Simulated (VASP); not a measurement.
# Rb2SnHgAu4 (I-42m) in VASP: notebook

Rb2SnHgAu4 is run at these levels: PBE; tasks: single point.

Everything below comes from runs of VASP 6.6.1. Logs are shortened: lines on timing, memory, paths and dates and some standing lists are left out, and cuts for length are marked.

### 1 The cell of the first run

It takes space group I-42m (No. 121, tetragonal). Conventional cell: a = 8.155 Å, b = 8.155 Å, c = 6.840 Å, α = 90.00°, β = 90.00°, γ = 90.00°. Within 3.5 Å of Hg (site symmetry -42m) lie 4 Au at 2.65 Å and 2 Sn at 3.42 Å. Within 3.6 Å of Au (site symmetry m) lie 1 Sn at 2.57 Å and 1 Hg at 2.65 Å and 4 Rb at 3.44 to 3.50 Å. Within 3.5 Å of Sn (site symmetry -42m) lie 4 Au at 2.57 Å and 2 Hg at 3.42 Å. Rb (site symmetry 222) has 2 Rb at 3.42 Å and 8 Au at 3.44 to 3.50 Å and 2 Hg at 4.08 Å and 2 Sn at 4.08 Å within 4.5 Å.

### 2 Single point, PBE

File INCAR:

```
SYSTEM = Rb2SnHgAu4
ALGO = Normal
EDIFF = 1E-6
ENCUT = 520
GGA = PE
ISIF = 2
ISMEAR = 1
LASPH = .True.
LCHARG = .False.
LREAL = .False.
LWAVE = .False.
NBANDS = 54
NELM = 100
PREC = Accurate
SIGMA = 0.1637
```

File KPOINTS:

```
k-points
0
Gamma
  4 4 4
  0 0 0
```

File POSCAR:

```
Rb2SnHgAu4
1.0
   -4.0773630000      4.0773630000      3.4201290000
    4.0773630000     -4.0773630000      3.4201290000
    4.0773630000      4.0773630000     -3.4201290000
Hg Au Sn Rb
1 4 1 2
Direct
    0.0000000000      0.0000000000      0.0000000000
    0.4297000000      0.4297000000      0.3422000000
    0.5703000000      0.9125000000      0.0000000000
    0.0875000000      0.0875000000      0.6578000000
    0.9125000000      0.5703000000      0.0000000000
    0.5000000000      0.5000000000      0.0000000000
    0.0000000000      0.5000000000      0.5000000000
    0.5000000000      0.0000000000      0.5000000000
```

Potentials or basis: VASP PAW PBE potentials, release 64 (Hg, Au, Sn_d, Rb_sv).

Run with:

```sh
> cat potpaw_PBE.64/Hg/POTCAR potpaw_PBE.64/Au/POTCAR potpaw_PBE.64/Sn_d/POTCAR potpaw_PBE.64/Rb_sv/POTCAR > POTCAR
> mpirun -np 1 vasp_std > vasp.out
```

OUTCAR:

```text
SYSTEM = Rb2SnHgAu4
   EDIFF = 1E-6
   ENCUT = 520
   GGA = PE
   ISIF = 2
   ISMEAR = 1
   LASPH = .True.
   LREAL = .False.
   NELM = 100
   PREC = Accurate

 ion  position               nearest neighbor table
   1  0.000  0.000  0.000-   2 2.65   3 2.65   4 2.65   5 2.65   6 3.42   6 3.42   8 4.08   7 4.08
                             8 4.08   7 4.08
   2  0.430  0.430  0.342-   6 2.57   1 2.65   7 3.44   8 3.44   7 3.50   8 3.50
   3  0.570  0.913  0.000-   6 2.57   1 2.65   8 3.44   7 3.44   8 3.50   7 3.50
   4  0.087  0.087  0.658-   6 2.57   1 2.65   7 3.44   8 3.44   7 3.50   8 3.50
   5  0.913  0.570  0.000-   6 2.57   1 2.65   7 3.44   8 3.44   7 3.50   8 3.50
   6  0.500  0.500  0.000-   2 2.57   3 2.57   4 2.57   5 2.57   1 3.42   1 3.42   8 4.08   8 4.08
                             7 4.08   7 4.08
   7  0.000  0.500  0.500-   8 3.42   8 3.42   3 3.44   5 3.44   2 3.44   4 3.44   4 3.50   3 3.50
                             5 3.50   2 3.50   1 4.08   6 4.08   6 4.08   1 4.08   8 5.77   8 5.77
   8  0.500  0.000  0.500-   7 3.42   7 3.42   5 3.44   3 3.44   2 3.44   4 3.44   3 3.50   4 3.50
                             5 3.50   2 3.50   6 4.08   1 4.08   6 4.08   1 4.08   7 5.77   7 5.77

  LATTYP: Found a body centered tetragonal cell.
 ALAT       =     8.1547260000
 C/A-ratio  =     0.8388090538

  Lattice vectors:

 A1 = (  -4.0773630000,   4.0773630000,   3.4201290000)
 A2 = (   4.0773630000,  -4.0773630000,   3.4201290000)
 A3 = (   4.0773630000,   4.0773630000,  -3.4201290000)

Analysis of symmetry for initial positions (statically):
=====================================================================
 Subroutine PRICEL returns:
 Original cell was already a primitive cell.

 Routine SETGRP: Setting up the symmetry group for a
 body centered tetragonal supercell.

 Subroutine GETGRP returns: Found  8 space group operations
 (whereof  8 operations were pure point group operations)
 out of a pool of 16 trial point group operations.

The static configuration has the point symmetry D_2d.

Analysis of symmetry for dynamics (positions and initial velocities):
=====================================================================
 Subroutine PRICEL returns:
 Original cell was already a primitive cell.

 Routine SETGRP: Setting up the symmetry group for a
 body centered tetragonal supercell.

 Subroutine GETGRP returns: Found  8 space group operations
 (whereof  8 operations were pure point group operations)
 out of a pool of 16 trial point group operations.

[... 106 lines left out ...]
   ISIF   =      2    stress and relaxation
   ISYM   =      2    0-nonsym 1-usesym 2-fastsym
   POTIM  = 0.5000    time-step for ionic-motion
   TEBEG  =    0.0;   TEEND  =   0.0 temperature during run
   PSTRESS=    0.0 pullay stress
   NELECT =      88.0000    total number of electrons
   NUPDOWN=      -1.0000    fix difference up-down
   EMIN   =  10.00;   EMAX   =-10.00  energy-range for DOS
   EFERMI =   0.00;   METHOD = LEGACY
   ISMEAR =     1;   SIGMA  =   0.16  broadening in eV -4-tet -1-fermi 0-gaus
   EFERMI_NEDOS =   21; number of points for ismear=-14 and -15
   IALGO  =     38    algorithm
   IMIX   =      4    mixing-type and parameters
     AMIX     =   0.40;   BMIX     =  1.00
     AMIX_MAG =   1.60;   BMIX_MAG =  1.00
  volume/ion in A,a.u.               =      28.43       191.85
  Fermi-wavevector in a.u.,A,eV,Ry     =   1.192931  2.254313 19.362237  1.423084
  Thomas-Fermi vector in A             =   2.328957
   LORBIT       =      0    0 simple, 1 ext, 2 COOP (PROOUT), +10 PAW based schemes
   GGA     = PE    functional components
   LHFCALC =     F    Hartree Fock is set to
   AEXX    =    0.0000 exact exchange contribution
   IVDW    =     0    specifies the selected vdW correction
   LEPSILON=     F    determine dielectric tensor
   LRPA    =     F    only Hartree local field effects (RPA)
 non-spin polarized calculation
 Methfessel and Paxton  Order N= 1 SIGMA  =   0.16
  energy-cutoff  :      520.00
  volume of cell :      227.44
 maximum number of plane-waves:      6165
 NGX is ok and might be reduce to    50
   NGX = 25   NGY = 25   NGZ = 25

 number of electron      87.9999995 magnetization

 Free energy of the ion-electron system (eV)
  ---------------------------------------------------
  ext. energy  EPLUGINS =         0.00000000
  ---------------------------------------------------
  free energy    TOTEN  =       -17.89774636 eV

  energy without entropy =      -17.90240121  energy(sigma->0) =      -17.89929798

 E-fermi :   4.0830     XC(G=0):  -9.5211

 val. band max:        4.0220943186   @ k =  -0.2500   0.2500   0.2500
 cond. band min:       4.1007136979   @ k =   0.5000   0.5000  -0.0000
 fundamental gap:      0.0786193793
 Fermi energy:         4.0829948182

 k-point     1 :       0.0000    0.0000    0.0000
  band No.  band energies     occupation
      1     -23.5143      2.00000
      2     -23.3652      2.00000
      3     -17.7113      2.00000
      4     -17.7113      2.00000
      5     -17.6767      2.00000
      6     -17.6658      2.00000
[... 730 lines left out ...]
     53       8.4310      0.00000
     54       8.5144      0.00000

------------------------ aborting loop because EDIFF is reached ----------------------------------------

  FORCE on cell =-STRESS in cart. coord.  units (eV):
  Direction    XX          YY          ZZ          XY          YZ          ZX
  --------------------------------------------------------------------------------------
  -------------------------------------------------------------------------------------
  Total        6.6467689      6.6467689     12.6252467      0.0000000      0.0000000      0.0000000
  in kB       46.8230746     46.8230746     88.9383816      0.0000000      0.0000000      0.0000000
  external PRESSURE =      60.8615102 kB  Pullay stress =       0.0000000 kB

 VOLUME and BASIS-vectors are now :
 -----------------------------------------------------------------------------
  energy-cutoff  :      520.00
  volume of cell :      227.44
      direct lattice vectors                 reciprocal lattice vectors
    -4.077363000  4.077363000  3.420129000     0.000000000  0.122628277  0.146193316
     4.077363000 -4.077363000  3.420129000     0.122628277  0.000000000  0.146193316
     4.077363000  4.077363000 -3.420129000     0.122628277  0.122628277  0.000000000

 POSITION                                       TOTAL-FORCE (eV/Angst)
 -----------------------------------------------------------------------------------
      0.00000      0.00000      0.00000        -0.000000      0.000000      0.000000
      1.39527      1.39527      1.76889         1.202522      1.202522      0.007748
      1.39527     -1.39527      5.07137         1.202522     -1.202522     -0.007748
      2.68209      2.68209     -1.65124        -1.202522     -1.202522      0.007748
     -1.39527      1.39527      5.07137        -1.202522      1.202522     -0.007748
      0.00000      0.00000      3.42013        -0.000000      0.000000      0.000000
      4.07736      0.00000      0.00000        -0.000000      0.000000      0.000000
      0.00000      4.07736      0.00000        -0.000000     -0.000000      0.000000
 -----------------------------------------------------------------------------------
    total drift:                               -0.000001     -0.000001     -0.000001

  FREE ENERGIE OF THE ION-ELECTRON SYSTEM (eV)
  ---------------------------------------------------
  free  energy   TOTEN  =       -17.8977463620 eV

  energy  without entropy=      -17.9024012081  energy(sigma->0) =      -17.89929798
```

OSZICAR:

```text
N       E                     dE             d eps       ncg     rms          rms(c)
DAV:   1     0.811278785699E+03    0.81128E+03   -0.40912E+04  1488   0.169E+03
DAV:   2     0.787253151113E+02   -0.73255E+03   -0.70256E+03  1450   0.454E+02
DAV:   3    -0.120258295567E+02   -0.90751E+02   -0.87311E+02  1536   0.138E+02
DAV:   4    -0.187802447360E+02   -0.67544E+01   -0.67013E+01  1966   0.347E+01
DAV:   5    -0.189820080409E+02   -0.20176E+00   -0.20136E+00  2022   0.526E+00    0.129E+01
DAV:   6    -0.179702730280E+02    0.10117E+01   -0.42350E+00  1608   0.934E+00    0.824E+00
DAV:   7    -0.179154561473E+02    0.54817E-01   -0.21417E-01  1586   0.225E+00    0.451E+00
DAV:   8    -0.178983689832E+02    0.17087E-01   -0.62327E-02  1756   0.145E+00    0.526E-01
DAV:   9    -0.178976900108E+02    0.67897E-03   -0.41934E-03  1914   0.436E-01    0.266E-01
DAV:  10    -0.178977337405E+02   -0.43730E-04   -0.12861E-03  1896   0.208E-01    0.633E-02
DAV:  11    -0.178977469853E+02   -0.13245E-04   -0.71769E-05  1918   0.571E-02    0.174E-02
DAV:  12    -0.178977458548E+02    0.11304E-05   -0.12932E-05  1864   0.193E-02    0.683E-03
DAV:  13    -0.178977463620E+02   -0.50719E-06   -0.19382E-06  1070   0.760E-03
   1 F= -.17897746E+02 E0= -.17899298E+02  d E =0.465485E-02
```

Wall time 1.9 min (1 thread of AMD EPYC 9R45 (Zen 5), shared host); peak memory 0.41 GiB.

What came out:

```
Free energy            : -17.8977 eV
Pressure               : 6.1 GPa
Largest force          : 1.701 eV/Å
Band gap on the k mesh : zero (bands 44 and 45 overlap by 0.70 eV)
```

Forces on the atoms (eV/Å):
```
Hg   0.000  0.000  0.000
Au   1.203  1.203  0.008
Au   1.203 -1.203 -0.008
Au  -1.203 -1.203  0.008
Au  -1.203  1.203 -0.008
Sn   0.000  0.000  0.000
Rb   0.000  0.000  0.000
Rb   0.000  0.000  0.000
```

Stress tensor (GPa, compression positive):
```
4.68 0.00 0.00
0.00 4.68 0.00
0.00 0.00 8.89
```

Levels at points of the mesh, in eV from the Fermi level:
| k point | band 40 | band 41 | band 42 | band 43 | band 44 | band 45 | band 46 | band 47 | band 48 | band 49 |
| --- | --- | --- | --- | --- | --- | --- | --- | --- | --- | --- |
| (0.00, 0.00, 0.00) | -2.94 | -2.24 | -2.24 | -1.35 | -0.51 | -0.11 | 0.18 | 0.18 | 1.05 | 1.05 |
| (0.50, 0.00, 0.00) | -3.45 | -2.46 | -2.46 | -1.27 | -1.13 | 0.93 | 1.07 | 2.41 | 2.51 | 2.69 |
| (0.50, 0.50, 0.00) | -3.23 | -2.84 | -2.06 | -1.79 | 0.02 | 0.02 | 1.18 | 1.62 | 1.88 | 2.14 |
| (0.50, 0.50, 0.50) | -2.76 | -2.76 | -2.65 | -2.62 | 0.16 | 1.32 | 1.84 | 1.84 | 2.38 | 2.38 |

Caveat: the cell stands under pressure; spin-orbit coupling is left out, which moves the levels of the heavy elements; forces of over 1 eV/Å act on the atoms, so gaps and moduli don't describe the material at rest.

### 3 Single point, PBE

File INCAR:

```
PREC     = Accurate       # precision mode
ENCUT    = 520            # plane-wave cutoff, eV
EDIFF    = 1E-7           # SCF threshold, eV
ISMEAR   = 1              # smearing method
SIGMA    = 0.1637         # smearing width, eV
LREAL    = F              # projectors in reciprocal space
LASPH    = T              # aspherical terms in the spheres
NELM     = 60             # most SCF steps
ALGO     = Normal         # electronic algorithm
ISIF     = 2              # what is computed and relaxed
LWAVE    = F              # write WAVECAR
LCHARG   = F              # write CHGCAR
GGA      = PE             # functional
NBANDS   = 54             # bands
```

File KPOINTS:

```
Automatic mesh
0
Gamma
  6 6 6
```

POSCAR is that of step 2.

Potentials or basis: VASP PAW PBE potentials, release 64 (Hg, Au, Sn_d, Rb_sv).

Run with:

```sh
> cat potpaw_PBE.64/Hg/POTCAR potpaw_PBE.64/Au/POTCAR potpaw_PBE.64/Sn_d/POTCAR potpaw_PBE.64/Rb_sv/POTCAR > POTCAR
> mpirun -np 1 vasp_std > vasp.out
```

It took 4.5 min on 1 thread of AMD EPYC 9R45 (Zen 5), shared host; peak memory 0.54 GiB.

It converged, with:

```
Free energy            : -17.9041 eV
Pressure               : 6.0 GPa
Largest force          : 1.656 eV/Å
Band gap on the k mesh : zero (bands 44 and 45 overlap by 0.87 eV)
```

Forces in eV/Å, atoms in the order of the input:
```
Hg   0.000  0.000  0.000
Au   1.171  1.171  0.018
Au   1.171 -1.171 -0.018
Au  -1.171 -1.171  0.018
Au  -1.171  1.171 -0.018
Sn   0.000  0.000  0.000
Rb   0.000  0.000  0.000
Rb   0.000  0.000  0.000
```

Stress tensor (GPa, compression positive):
```
4.66 0.00 0.00
0.00 4.66 0.00
0.00 0.00 8.73
```

Levels at points of the mesh, in eV from the Fermi level:
| k point | band 40 | band 41 | band 42 | band 43 | band 44 | band 45 | band 46 | band 47 | band 48 | band 49 |
| --- | --- | --- | --- | --- | --- | --- | --- | --- | --- | --- |
| (0.00, 0.00, 0.00) | -2.79 | -2.09 | -2.09 | -1.19 | -0.36 | 0.03 | 0.34 | 0.34 | 1.20 | 1.20 |
| (0.50, 0.00, 0.00) | -3.30 | -2.31 | -2.31 | -1.12 | -0.98 | 1.08 | 1.22 | 2.56 | 2.67 | 2.84 |
| (0.50, 0.50, 0.00) | -3.09 | -2.69 | -1.90 | -1.63 | 0.17 | 0.17 | 1.33 | 1.77 | 2.04 | 2.29 |
| (0.50, 0.50, 0.50) | -2.61 | -2.61 | -2.50 | -2.47 | 0.31 | 1.47 | 1.99 | 1.99 | 2.54 | 2.54 |

Caveat: the cell stands under pressure; spin-orbit coupling is left out, which moves the levels of the heavy elements; forces of over 1 eV/Å act on the atoms, so gaps and moduli don't describe the material at rest.

The gap in the log of VASP goes by the Fermi energy; the results here count the filled bands.